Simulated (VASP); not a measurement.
# InSb3 (R-3m) in VASP: notebook

InSb3 is run at these levels: PBEsol; tasks: single point.

All numbers are computed with VASP 6.6.1; they aren't measurements. Logs are shortened: lines on timing, memory, paths and dates and some standing lists are left out, and cuts for length are marked.

**1. The cell of the first run**

It takes space group R-3m (No. 166, trigonal). Conventional cell: a = 6.787 Å, b = 6.787 Å, c = 7.453 Å, α = 90.00°, β = 90.00°, γ = 120.00°. In (site symmetry -3m) has 12 Sb at 3.16 to 3.39 Å within 4.2 Å. Within 4.2 Å of Sb (site symmetry 2/m) lie 8 Sb at 3.16 to 3.39 Å and 4 In at 3.16 to 3.39 Å.

**2. Single point, PBEsol**

The input, INCAR:

```
SYSTEM = InSb3
PREC     = Accurate       ! precision mode
ENCUT    = 520            ! plane-wave cutoff, eV
EDIFF    = 1E-6           ! SCF threshold, eV
ISMEAR   = 0              ! smearing method
SIGMA    = 0.15           ! smearing width, eV
LREAL    = .FALSE.        ! projectors in reciprocal space
LASPH    = .TRUE.         ! aspherical terms in the spheres
NELM     = 80             ! most SCF steps
ALGO     = Normal         ! electronic algorithm
ISIF     = 2              ! what is computed and relaxed
LWAVE    = .FALSE.        ! write WAVECAR
LCHARG   = .TRUE.         ! write CHGCAR
GGA      = PS             ! functional
LELF     = .TRUE.         ! ELF
LVHAR    = .TRUE.       
NBANDS   = 22             ! bands
```

The input, KPOINTS:

```
Automatic mesh
0
G
  8 8 8
  0 0 0
```

The input, POSCAR:

```
InSb3
1.0
    4.6338930603     -0.1654961807     -0.1654961807
   -0.1654961807      4.6338930603     -0.1654961807
   -0.1654961807     -0.1654961807      4.6338930603
In Sb
1 3
Direct
    0.0000000000      0.0000000000      0.0000000000
    0.5000000000      0.0000000000      0.5000000000
    0.0000000000      0.5000000000      0.5000000000
    0.5000000000      0.5000000000      0.0000000000
```

Potentials or basis: VASP PAW PBE potentials, release 64 (In_d, Sb).

The run is started by

```
> cat potpaw_PBE.64/In_d/POTCAR potpaw_PBE.64/Sb/POTCAR > POTCAR
> mpirun -np 1 vasp_std > vasp.out
```

OUTCAR:

```text
SYSTEM = InSb3
   PREC = Accurate
   ENCUT = 520
   EDIFF = 1E-6
   ISMEAR = 0
   LREAL = .FALSE.
   LASPH = .TRUE.
   NELM = 80
   ISIF = 2
   GGA = PS

 ion  position               nearest neighbor table
   1  0.000  0.000  0.000-   4 3.16   4 3.16   2 3.16   3 3.16   2 3.16   3 3.16   4 3.39   2 3.39
                             2 3.39   4 3.39   3 3.39   3 3.39
   2  0.500  0.000  0.500-   3 3.16   3 3.16   4 3.16   4 3.16   1 3.16   1 3.16   4 3.39   1 3.39
                             1 3.39   3 3.39   4 3.39   3 3.39
   3  0.000  0.500  0.500-   2 3.16   2 3.16   4 3.16   1 3.16   4 3.16   1 3.16   2 3.39   1 3.39
                             2 3.39   4 3.39   4 3.39   1 3.39
   4  0.500  0.500  0.000-   1 3.16   1 3.16   3 3.16   2 3.16   3 3.16   2 3.16   2 3.39   2 3.39
                             1 3.39   3 3.39   3 3.39   1 3.39

  LATTYP: Found a trigonal (rhomboedric) cell.
 ALAT       =     4.6397998735
 COS(alpha) =    -0.0699745547

  Lattice vectors:

 A1 = (   4.6338930603,  -0.1654961807,  -0.1654961807)
 A2 = (  -0.1654961807,   4.6338930603,  -0.1654961807)
 A3 = (  -0.1654961807,  -0.1654961807,   4.6338930603)

Analysis of symmetry for initial positions (statically):
=====================================================================
 Subroutine PRICEL returns:
 Original cell was already a primitive cell.

 Routine SETGRP: Setting up the symmetry group for a
 trigonal (rhombohedral) supercell.

 Subroutine GETGRP returns: Found 12 space group operations
 (whereof 12 operations were pure point group operations)
 out of a pool of 12 trial point group operations.

The static configuration has the point symmetry D_3d.

Analysis of symmetry for dynamics (positions and initial velocities):
=====================================================================
 Subroutine PRICEL returns:
 Original cell was already a primitive cell.

 Routine SETGRP: Setting up the symmetry group for a
 trigonal (rhombohedral) supercell.

 Subroutine GETGRP returns: Found 12 space group operations
 (whereof 12 operations were pure point group operations)
 out of a pool of 12 trial point group operations.

The dynamic configuration has the point symmetry D_3d.

 Subroutine INISYM returns: Found 12 space group operations
 (whereof 12 operations are pure point group operations),
 and found     1 'primitive' translations

----------------------------------------------------------------------------------------

                                     Primitive cell

  volume of cell :      99.1136

  direct lattice vectors                    reciprocal lattice vectors
     4.633893060 -0.165496181 -0.165496181     0.216373686  0.008013840  0.008013840
    -0.165496181  4.633893060 -0.165496181     0.008013840  0.216373686  0.008013840
    -0.165496181 -0.165496181  4.633893060     0.008013840  0.008013840  0.216373686

  length of vectors
     4.639799873  4.639799873  4.639799873     0.216670291  0.216670291  0.216670291

  position of ions in fractional coordinates (direct lattice)
     0.000000000  0.000000000  0.000000000
     0.500000000  0.000000000  0.500000000
     0.000000000  0.500000000  0.500000000
     0.500000000  0.500000000  0.000000000

  ion indices of the primitive-cell ions
   primitive index   ion index
                 1           1
                 2           2
                 3           3
                 4           4

----------------------------------------------------------------------------------------

 KPOINTS: Automatic mesh

Automatic generation of k-mesh.
 Grid dimensions read from file:
 generate k-points for:    8    8    8

 Generating k-lattice:

  Cartesian coordinates                     Fractional coordinates (reciprocal lattice)
     0.027046711  0.001001730  0.001001730     0.125000000  0.000000000  0.000000000
     0.001001730  0.027046711  0.001001730     0.000000000  0.125000000  0.000000000
     0.001001730  0.001001730  0.027046711     0.000000000  0.000000000  0.125000000

  Length of vectors
     0.027083786  0.027083786  0.027083786

  Shift w.r.t. Gamma in fractional coordinates (k-lattice)
     0.000000000  0.000000000  0.000000000

 Subroutine IBZKPT returns following result:
 ===========================================

 Found     65 irreducible k-points:

 Following reciprocal coordinates:
            Coordinates               Weight
  0.000000  0.000000  0.000000      1.000000
  0.125000 -0.000000 -0.000000      6.000000
  0.250000 -0.000000 -0.000000      6.000000
  0.375000 -0.000000 -0.000000      6.000000
  0.500000 -0.000000 -0.000000      3.000000
  0.125000  0.125000 -0.000000      6.000000
[... 16 lines left out ...]
  0.250000  0.125000  0.125000      6.000000
  0.375000  0.125000  0.125000      6.000000
 [... further k-points ...]
   k-points           NKPTS =     65   k-points in BZ     NKDIM =     65   number of bands    NBANDS=     22
   number of dos      NEDOS =    301   number of ions     NIONS =      4
   total plane-waves  NPLWV =  46656
   dimension x,y,z NGX =    36 NGY =   36 NGZ =   36
   dimension x,y,z NGXF=    72 NGYF=   72 NGZF=   72
   ions per type =               1   3
   NGX,Y,Z   is equivalent  to a cutoff of  12.90, 12.90, 12.90 a.u.
   NGXF,Y,Z  is equivalent  to a cutoff of  25.80, 25.80, 25.80 a.u.
 SYSTEM =  InSb3
   PREC   = accura    normal or accurate (medium, high low for compatibility)
   ISTART =      0    job   : 0-new  1-cont  2-samecut
   ICHARG =      2    charge: 1-file 2-atom 10-const
   ISPIN  =      1    spin polarized calculation?
   LNONCOLLINEAR =      F non collinear calculations
   LSORBIT =      F    spin-orbit coupling
   LASPH  =      T    aspherical Exc in radial PAW
   ENCUT  =  520.0 eV  38.22 Ry    6.18 a.u.   8.63  8.63  8.63*2*pi/ulx,y,z
   NELM   =     80;   NELMIN=  2; NELMDL= -5     # of ELM steps
   EDIFF  = 0.1E-05   stopping-criterion for ELM
   LREAL  =      F    real-space projection
   EDIFFG = 0.1E-04   stopping-criterion for IOM
   NSW    =      0    number of steps for IOM
   IBRION =     -1    ionic relax: 0-MD 1-quasi-New 2-CG
   NFREE  =      0    steps in history (QN), initial steepest desc. (CG)
   ISIF   =      2    stress and relaxation
   ISYM   =      2    0-nonsym 1-usesym 2-fastsym
   POTIM  = 0.5000    time-step for ionic-motion
   TEBEG  =    0.0;   TEEND  =   0.0 temperature during run
   PSTRESS=    0.0 pullay stress
   NELECT =      28.0000    total number of electrons
   NUPDOWN=      -1.0000    fix difference up-down
   EMIN   =  10.00;   EMAX   =-10.00  energy-range for DOS
   EFERMI =   0.00;   METHOD = LEGACY
   ISMEAR =     0;   SIGMA  =   0.15  broadening in eV -4-tet -1-fermi 0-gaus
   EFERMI_NEDOS =   21; number of points for ismear=-14 and -15
   IALGO  =     38    algorithm
   IMIX   =      4    mixing-type and parameters
     AMIX     =   0.40;   BMIX     =  1.00
     AMIX_MAG =   1.60;   BMIX_MAG =  1.00
  volume/ion in A,a.u.               =      24.78       167.21
  Fermi-wavevector in a.u.,A,eV,Ry     =   1.074195  2.029934 15.699690  1.153895
  Thomas-Fermi vector in A             =   2.210016
   LORBIT       =      0    0 simple, 1 ext, 2 COOP (PROOUT), +10 PAW based schemes
   GGA     = PS    functional components
   LHFCALC =     F    Hartree Fock is set to
   AEXX    =    0.0000 exact exchange contribution
   IVDW    =     0    specifies the selected vdW correction
   LEPSILON=     F    determine dielectric tensor
   LRPA    =     F    only Hartree local field effects (RPA)
 non-spin polarized calculation
 Gauss-broadening in eV      SIGMA  =   0.15
  energy-cutoff  :      520.00
  volume of cell :       99.11
 maximum number of plane-waves:      2697
   NGX = 17   NGY = 17   NGZ = 17

 number of electron      27.9999983 magnetization

 Free energy of the ion-electron system (eV)
  ---------------------------------------------------
  ext. energy  EPLUGINS =         0.00000000
  ---------------------------------------------------
  free energy    TOTEN  =       -15.88188513 eV

  energy without entropy =      -15.85448115  energy(sigma->0) =      -15.86818314

 E-fermi :   9.1101     XC(G=0): -10.6793

 val. band max:        9.0954613461   @ k =   0.5000   0.1250  -0.0000
 cond. band min:       9.1208651683   @ k =  -0.3750   0.5000   0.1250
 fundamental gap:      0.0254038223
 Fermi energy:         9.1100647671

 k-point     1 :       0.0000    0.0000    0.0000
  band No.  band energies     occupation
      1      -5.4443      2.00000
      2      -5.4443      2.00000
      3      -5.4072      2.00000
      4      -5.4072      2.00000
      5      -5.4069      2.00000
      6      -3.9244      2.00000
[... 14 lines left out ...]
     21      13.5104      0.00000
     22      15.1435      0.00000

 k-point     2 :       0.1250   -0.0000   -0.0000
  band No.  band energies     occupation
      1      -5.4435      2.00000
      2      -5.4422      2.00000
      3      -5.4095      2.00000
      4      -5.4089      2.00000
      5      -5.4063      2.00000
      6      -3.8175      2.00000
[... 14 lines left out ...]
     21      14.1564      0.00000
     22      15.2702      0.00000

 k-point     3 :       0.2500   -0.0000   -0.0000
  band No.  band energies     occupation
      1      -5.4422      2.00000
      2      -5.4386      2.00000
      3      -5.4143      2.00000
      4      -5.4127      2.00000
      5      -5.4038      2.00000
      6      -3.4999      2.00000
[... 14 lines left out ...]
     21      14.5284      0.00000
     22      15.4194      0.00000
[... 476 lines left out ...]
 k-point    23 :       0.2500    0.1250    0.1250
  band No.  band energies     occupation
      1      -5.4378      2.00000
      2      -5.4353      2.00000
      3      -5.4161      2.00000
      4      -5.4154      2.00000
      5      -5.4075      2.00000
      6      -3.1978      2.00000
[... 14 lines left out ...]
     21      14.2832      0.00000
     22      14.5473      0.00000

 k-point    24 :       0.3750    0.1250    0.1250
  band No.  band energies     occupation
      1      -5.4422      2.00000
      2      -5.4380      2.00000
      3      -5.4183      2.00000
      4      -5.4163      2.00000
      5      -5.4024      2.00000
      6      -2.6647      2.00000
[... 14 lines left out ...]
     21      14.0619      0.00000
     22      14.9825      0.00000

 [... further k-points ...]

------------------------ aborting loop because EDIFF is reached ----------------------------------------

  FORCE on cell =-STRESS in cart. coord.  units (eV):
  Direction    XX          YY          ZZ          XY          YZ          ZX
  --------------------------------------------------------------------------------------
  -------------------------------------------------------------------------------------
  Total        3.0781436      3.0781436      3.0781436      0.7401215      0.7401215      0.7401215
  in kB       49.7583745     49.7583745     49.7583745     11.9641081     11.9641081     11.9641081
  external PRESSURE =      49.7583745 kB  Pullay stress =       0.0000000 kB

 VOLUME and BASIS-vectors are now :
 -----------------------------------------------------------------------------
  energy-cutoff  :      520.00
  volume of cell :       99.11
      direct lattice vectors                 reciprocal lattice vectors
     4.633893060 -0.165496181 -0.165496181     0.216373686  0.008013840  0.008013840
    -0.165496181  4.633893060 -0.165496181     0.008013840  0.216373686  0.008013840
    -0.165496181 -0.165496181  4.633893060     0.008013840  0.008013840  0.216373686

 POSITION                                       TOTAL-FORCE (eV/Angst)
 -----------------------------------------------------------------------------------
      0.00000      0.00000      0.00000        -0.000000     -0.000000      0.000000
      2.23420     -0.16550      2.23420         0.000000      0.000000     -0.000000
     -0.16550      2.23420      2.23420        -0.000000     -0.000000      0.000000
      2.23420      2.23420     -0.16550         0.000000      0.000000      0.000000
 -----------------------------------------------------------------------------------
    total drift:                               -0.000000     -0.000000     -0.000000

  FREE ENERGIE OF THE ION-ELECTRON SYSTEM (eV)
  ---------------------------------------------------
  free  energy   TOTEN  =       -15.8818851264 eV

  energy  without entropy=      -15.8544811483  energy(sigma->0) =      -15.86818314
```

It took 2.3 min on 1 thread of Intel Xeon 8259CL, shared host; peak memory 0.29 GiB.

Results:

| Item | Value |
| --- | --- |
| Free energy | -15.8819 eV |
| Pressure | 5.0 GPa |
| Band gap on the k mesh | zero (bands 14 and 15 overlap by 4.48 eV) |

Caveat: the cell stands under pressure; the PAW data sets were made with another functional, which shifts forces and pressure a little; spin-orbit coupling is left out, which moves the levels of the heavy elements.

[end of part 1 of 2]

The gap in the log of VASP goes by the Fermi energy; the results here count the filled bands.